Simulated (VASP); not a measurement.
# Rb (P6_3/mmc) in VASP: a series of runs

Rb is run at these levels: LDA; tasks: single point, relaxation of shape and atoms at fixed volume.

Program: VASP 6.6.1. These are calculated values, not measurements. Logs are shortened: lines on timing, memory, paths and dates and some standing lists are left out, and cuts for length are marked.

### Step 1. The cell of the first run

Symmetry: P6_3/mmc, No. 194, hexagonal system. Conventional cell: a = 4.787 Å, b = 4.787 Å, c = 7.868 Å, α = 90.00°, β = 90.00°, γ = 120.00°.

### Step 2. Single point, LDA

INCAR reads:

```
SYSTEM = Rb
ALGO     = Normal         ! electronic algorithm
EDIFF    = 1E-7           ! SCF threshold, eV
ENCUT    = 520            ! plane-wave cutoff, eV
GGA      = CA             ! functional
ISIF     = 2              ! what is computed and relaxed
ISMEAR   = -1             ! smearing method
LASPH    = .TRUE.         ! aspherical terms in the spheres
LCHARG   = .FALSE.        ! write CHGCAR
LREAL    = .FALSE.        ! projectors in reciprocal space
LWAVE    = .FALSE.        ! write WAVECAR
NBANDS   = 16             ! bands
NELM     = 100            ! most SCF steps
PREC     = Accurate       ! precision mode
SIGMA    = 0.1            ! smearing width, eV
```

KPOINTS reads:

```
k-points
0
G
  9 9 5
  0 0 0
```

POSCAR reads:

```
Rb
1.0
    4.7868302380      0.0000000000      0.0000000000
   -2.3934151190      4.1455165897      0.0000000000
    0.0000000000      0.0000000000      7.8682892793
Rb
2
Direct
    0.3333333333      0.6666666667      0.2500000000
    0.6666666667      0.3333333333      0.7500000000
```

Potentials or basis: VASP PAW LDA potentials, release 64 (Rb_sv).

Command:

```console
$ cat potpaw_LDA.64/Rb_sv/POTCAR > POTCAR
$ mpirun -np 1 vasp_std > vasp.out
```

OUTCAR:

```text
SYSTEM = Rb
   EDIFF = 1E-7
   ENCUT = 520
   GGA = CA
   ISIF = 2
   ISMEAR = -1
   LASPH = .TRUE.
   LREAL = .FALSE.
   NELM = 100
   PREC = Accurate

 ion  position               nearest neighbor table
   1  0.333  0.667  0.250-   2 4.81   2 4.81   2 4.81   2 4.81   2 4.81   2 4.81
   2  0.667  0.333  0.750-   1 4.81   1 4.81   1 4.81   1 4.81   1 4.81   1 4.81

  LATTYP: Found a hexagonal cell.
 ALAT       =     4.7868302380
 C/A-ratio  =     1.6437368547

  Lattice vectors:

 A1 = (   4.7868302380,   0.0000000000,   0.0000000000)
 A2 = (  -2.3934151190,   4.1455165897,   0.0000000000)
 A3 = (   0.0000000000,   0.0000000000,   7.8682892793)

Analysis of symmetry for initial positions (statically):
=====================================================================
 Subroutine PRICEL returns:
 Original cell was already a primitive cell.

 Routine SETGRP: Setting up the symmetry group for a
 hexagonal supercell.

 Subroutine GETGRP returns: Found 24 space group operations
 (whereof 12 operations were pure point group operations)
 out of a pool of 24 trial point group operations.

The static configuration has the point symmetry D_3d.
 The point group associated with its full space group is D_6h.

Analysis of symmetry for dynamics (positions and initial velocities):
=====================================================================
 Subroutine PRICEL returns:
 Original cell was already a primitive cell.

 Routine SETGRP: Setting up the symmetry group for a
 hexagonal supercell.

 Subroutine GETGRP returns: Found 24 space group operations
 (whereof 12 operations were pure point group operations)
 out of a pool of 24 trial point group operations.

The dynamic configuration has the point symmetry D_3d.
 The point group associated with its full space group is D_6h.

 Subroutine INISYM returns: Found 24 space group operations
 (whereof 12 operations are pure point group operations),
 and found     1 'primitive' translations

----------------------------------------------------------------------------------------

                                     Primitive cell

  volume of cell :     156.1374

  direct lattice vectors                    reciprocal lattice vectors
     4.786830238  0.000000000  0.000000000     0.208906510  0.120612230  0.000000000
    -2.393415119  4.145516590  0.000000000     0.000000000  0.241224460  0.000000000
     0.000000000  0.000000000  7.868289279     0.000000000  0.000000000  0.127092429

  length of vectors
     4.786830238  4.786830238  7.868289279     0.241224460  0.241224460  0.127092429

  position of ions in fractional coordinates (direct lattice)
     0.333333333  0.666666667  0.250000000
     0.666666667  0.333333333  0.750000000

  ion indices of the primitive-cell ions
   primitive index   ion index
                 1           1
                 2           2

----------------------------------------------------------------------------------------

 KPOINTS: k-points

Automatic generation of k-mesh.
 Grid dimensions read from file:
 generate k-points for:    9    9    5

 Generating k-lattice:

  Cartesian coordinates                     Fractional coordinates (reciprocal lattice)
     0.023211834  0.013401359  0.000000000     0.111111111  0.000000000  0.000000000
     0.000000000  0.026802718  0.000000000     0.000000000  0.111111111  0.000000000
     0.000000000  0.000000000  0.025418486     0.000000000  0.000000000  0.200000000

  Length of vectors
     0.026802718  0.026802718  0.025418486

  Shift w.r.t. Gamma in fractional coordinates (k-lattice)
     0.000000000  0.000000000  0.000000000

 Subroutine IBZKPT returns following result:
 ===========================================

 Found     36 irreducible k-points:

 Following reciprocal coordinates:
            Coordinates               Weight
  0.000000  0.000000  0.000000      1.000000
  0.111111  0.000000  0.000000      6.000000
  0.222222 -0.000000  0.000000      6.000000
  0.333333 -0.000000  0.000000      6.000000
  0.444444 -0.000000  0.000000      6.000000
  0.111111  0.111111  0.000000      6.000000
[... 16 lines left out ...]
  0.333333  0.222222  0.200000     24.000000
  0.333333  0.333333  0.200000      4.000000
 [... further k-points ...]
   k-points           NKPTS =     36   k-points in BZ     NKDIM =     36   number of bands    NBANDS=     16
   number of dos      NEDOS =    301   number of ions     NIONS =      2
   total plane-waves  NPLWV =  77760
   dimension x,y,z NGX =    36 NGY =   36 NGZ =   60
   dimension x,y,z NGXF=    72 NGYF=   72 NGZF=  120
   ions per type =               2
   NGX,Y,Z   is equivalent  to a cutoff of  12.50, 12.50, 12.68 a.u.
   NGXF,Y,Z  is equivalent  to a cutoff of  25.01, 25.01, 25.35 a.u.
 SYSTEM =  Rb
   PREC   = accura    normal or accurate (medium, high low for compatibility)
   ISTART =      0    job   : 0-new  1-cont  2-samecut
   ICHARG =      2    charge: 1-file 2-atom 10-const
   ISPIN  =      1    spin polarized calculation?
   LNONCOLLINEAR =      F non collinear calculations
   LSORBIT =      F    spin-orbit coupling
   LASPH  =      T    aspherical Exc in radial PAW
   ENCUT  =  520.0 eV  38.22 Ry    6.18 a.u.   8.90  8.90 14.63*2*pi/ulx,y,z
   NELM   =    100;   NELMIN=  2; NELMDL= -5     # of ELM steps
   EDIFF  = 0.1E-06   stopping-criterion for ELM
   LREAL  =      F    real-space projection
   EDIFFG = 0.1E-05   stopping-criterion for IOM
   NSW    =      0    number of steps for IOM
   IBRION =     -1    ionic relax: 0-MD 1-quasi-New 2-CG
   NFREE  =      0    steps in history (QN), initial steepest desc. (CG)
   ISIF   =      2    stress and relaxation
   ISYM   =      2    0-nonsym 1-usesym 2-fastsym
   POTIM  = 0.5000    time-step for ionic-motion
   TEBEG  =    0.0;   TEEND  =   0.0 temperature during run
   PSTRESS=    0.0 pullay stress
   NELECT =      18.0000    total number of electrons
   NUPDOWN=      -1.0000    fix difference up-down
   EMIN   =  10.00;   EMAX   =-10.00  energy-range for DOS
   EFERMI =   0.00;   METHOD = LEGACY
   ISMEAR =    -1;   SIGMA  =   0.10  broadening in eV -4-tet -1-fermi 0-gaus
   EFERMI_NEDOS =   21; number of points for ismear=-14 and -15
   IALGO  =     38    algorithm
   IMIX   =      4    mixing-type and parameters
     AMIX     =   0.40;   BMIX     =  1.00
     AMIX_MAG =   1.60;   BMIX_MAG =  1.00
  volume/ion in A,a.u.               =      78.07       526.83
  Fermi-wavevector in a.u.,A,eV,Ry     =   0.796765  1.505667  8.637437  0.634834
  Thomas-Fermi vector in A             =   1.903351
   LORBIT       =      0    0 simple, 1 ext, 2 COOP (PROOUT), +10 PAW based schemes
   GGA     = CA    functional components
   LHFCALC =     F    Hartree Fock is set to
   AEXX    =    0.0000 exact exchange contribution
   IVDW    =     0    specifies the selected vdW correction
   LEPSILON=     F    determine dielectric tensor
   LRPA    =     F    only Hartree local field effects (RPA)
 non-spin polarized calculation
  energy-cutoff  :      520.00
  volume of cell :      156.14
 maximum number of plane-waves:      4242
 NGX is ok and might be reduce to    36
   NGX = 17   NGY = 17   NGZ = 29

 number of electron      18.0000000 magnetization

 Free energy of the ion-electron system (eV)
  ---------------------------------------------------
  ext. energy  EPLUGINS =         0.00000000
  ---------------------------------------------------
  free energy    TOTEN  =        -2.15327957 eV

  energy without entropy =       -2.09937477  energy(sigma->0) =       -2.12632717

 E-fermi :   0.1483     XC(G=0):  -6.0812

 val. band max:        0.0662665918   @ k =   0.1111   0.1111   0.2000
 cond. band min:       0.1749628024   @ k =   0.2222  -0.0000   0.2000
 fundamental gap:      0.1086962106
 Fermi energy:         0.1482905892

 k-point     1 :       0.0000    0.0000    0.0000
  band No.  band energies     occupation
      1     -28.5673      2.00000
      2     -28.5593      2.00000
      3     -12.8120      2.00000
      4     -12.6696      2.00000
      5     -12.6696      2.00000
      6     -12.6493      2.00000
[... 8 lines left out ...]
     15       4.1119      0.00000
     16       4.1119      0.00000

 k-point     2 :       0.1111    0.0000    0.0000
  band No.  band energies     occupation
      1     -28.5665      2.00000
      2     -28.5589      2.00000
      3     -12.8055      2.00000
      4     -12.6847      2.00000
      5     -12.6742      2.00000
      6     -12.6639      2.00000
[... 8 lines left out ...]
     15       3.9866      0.00000
     16       4.2562      0.00000

 k-point     3 :       0.2222   -0.0000    0.0000
  band No.  band energies     occupation
      1     -28.5642      2.00000
      2     -28.5578      2.00000
      3     -12.7876      2.00000
      4     -12.7231      2.00000
      5     -12.7024      2.00000
      6     -12.6857      2.00000
[... 8 lines left out ...]
     15       4.0634      0.00000
     16       4.1260      0.00000

 k-point     4 :       0.3333   -0.0000    0.0000
  band No.  band energies     occupation
      1     -28.5614      2.00000
      2     -28.5568      2.00000
      3     -12.7672      2.00000
      4     -12.7634      2.00000
      5     -12.7442      2.00000
      6     -12.6982      2.00000
[... 8 lines left out ...]
     15       3.7673      0.00000
     16       4.6153      0.00000
[... 324 lines left out ...]
 k-point    22 :       0.2222    0.2222    0.2000
  band No.  band energies     occupation
      1     -28.5597      2.00000
      2     -28.5568      2.00000
      3     -12.7751      2.00000
      4     -12.7674      2.00000
      5     -12.7265      2.00000
      6     -12.7156      2.00000
[... 8 lines left out ...]
     15       2.8638      0.00000
     16       4.5517      0.00000

 k-point    23 :       0.3333    0.2222    0.2000
  band No.  band energies     occupation
      1     -28.5580      2.00000
      2     -28.5566      2.00000
      3     -12.7845      2.00000
      4     -12.7702      2.00000
      5     -12.7386      2.00000
      6     -12.7150      2.00000
[... 8 lines left out ...]
     15       3.0615      0.00000
     16       4.2358      0.00000

 k-point    24 :       0.3333    0.3333    0.2000
  band No.  band energies     occupation
      1     -28.5570      2.00000
      2     -28.5570      2.00000
      3     -12.7673      2.00000
      4     -12.7627      2.00000
      5     -12.7627      2.00000
      6     -12.7285      2.00000
[... 8 lines left out ...]
     15       3.2336      0.00000
     16       4.3730      0.00000

 [... further k-points ...]

------------------------ aborting loop because EDIFF is reached ----------------------------------------

  FORCE on cell =-STRESS in cart. coord.  units (eV):
  Direction    XX          YY          ZZ          XY          YZ          ZX
  --------------------------------------------------------------------------------------
  -------------------------------------------------------------------------------------
  Total       -0.0108286     -0.0108286     -0.0043870      0.0000000      0.0000000      0.0000000
  in kB       -0.1111160     -0.1111160     -0.0450163      0.0000000      0.0000000      0.0000000
  external PRESSURE =      -0.0890828 kB  Pullay stress =       0.0000000 kB

 VOLUME and BASIS-vectors are now :
 -----------------------------------------------------------------------------
  energy-cutoff  :      520.00
  volume of cell :      156.14
      direct lattice vectors                 reciprocal lattice vectors
     4.786830238  0.000000000  0.000000000     0.208906510  0.120612230  0.000000000
    -2.393415119  4.145516590  0.000000000     0.000000000  0.241224460  0.000000000
     0.000000000  0.000000000  7.868289279     0.000000000  0.000000000  0.127092429

 POSITION                                       TOTAL-FORCE (eV/Angst)
 -----------------------------------------------------------------------------------
     -0.00000      2.76368      1.96707        -0.000000      0.000000      0.000000
      2.39342      1.38184      5.90122         0.000000     -0.000000      0.000000
 -----------------------------------------------------------------------------------
    total drift:                                0.000000     -0.000000      0.000000

  FREE ENERGIE OF THE ION-ELECTRON SYSTEM (eV)
  ---------------------------------------------------
  free  energy   TOTEN  =        -2.1532795700 eV

  energy  without entropy=       -2.0993747697  energy(sigma->0) =       -2.12632717
```

Run time: 38 s. Hardware: 1 thread of Intel Xeon Platinum 8488C (Sapphire Rapids), shared host; peak memory 0.24 GiB.

What came out:

* Free energy: -2.1533 eV
* Pressure: 0.0 GPa
* Band gap on the k mesh: zero (band 9 reaches 1.17 eV, above the bottom of band 10 at -0.98 eV)

### Step 3. Relaxation of shape and atoms at fixed volume, LDA

This run uses another cell than the first one, of 46.84 Å³/atom, 0.600 times its volume.

INCAR reads:

```
ALGO     = Normal         # electronic algorithm
EDIFF    = 1E-6           # SCF threshold, eV
EDIFFG   = -0.005         # ionic threshold
ENCUT    = 600            # plane-wave cutoff, eV
GGA      = CA             # functional
IBRION   = 2              # ionic algorithm
ISIF     = 4              # what is computed and relaxed
ISMEAR   = -1             # smearing method
LASPH    = True           # aspherical terms in the spheres
LCHARG   = False          # write CHGCAR
LREAL    = False          # projectors in reciprocal space
LWAVE    = False          # write WAVECAR
NELM     = 100            # most SCF steps
NSW      = 50             # ionic steps
PREC     = Accurate       # precision mode
SIGMA    = 0.1            # smearing width, eV
```

KPOINTS reads:

```
k-points
0
Gamma
  9 9 5
```

POSCAR reads:

```
Rb
1.0
    4.0373689860      0.0000000000      0.0000000000
   -2.0186844930      3.4964641063      0.0000000000
    0.0000000000      0.0000000000      6.6363721982
Rb
2
Direct
    0.3333333333      0.6666666667      0.2500000000
    0.6666666667      0.3333333333      0.7500000000
```

Potentials or basis: VASP PAW LDA potentials, release 64 (Rb_sv).

Command:

```console
$ cat potpaw_LDA.64/Rb_sv/POTCAR > POTCAR
$ mpirun -np 1 vasp_std > vasp.out
```

Wall time 39 s (1 thread of Intel Xeon Platinum 8488C (Sapphire Rapids), shared host); peak memory 0.2 GiB.

It converged, with:

```
Free energy               : -1.5765 eV
Energy gained by relaxing : 0.0 meV/atom
Ionic steps               : 3
Pressure after relaxing   : 4.3 GPa
Band gap on the k mesh    : zero (band 9 reaches 2.91 eV, above the bottom of band 10 at 0.59 eV)
```

Final structure:
```xyz
2
Lattice="4.0422 0.0000 0.0000 -2.0211 3.5006 0.0000 0.0000 0.0000 6.6206" Properties=species:S:1:pos:R:3 pbc="T T T"
Rb    0.0000    2.3338    1.6551
Rb    2.0211    1.1669    4.9654
```

Levels at points of the mesh, in eV from the Fermi level:
```tsv
k point	band 6	band 7	band 8	band 9	band 10	band 11	band 12	band 13
(0.00, 0.00, 0.00)	-12.59	-12.59	-12.59	-2.90	-0.23	1.68	3.80	3.81
```

(Part 1 of 2 ends here.)
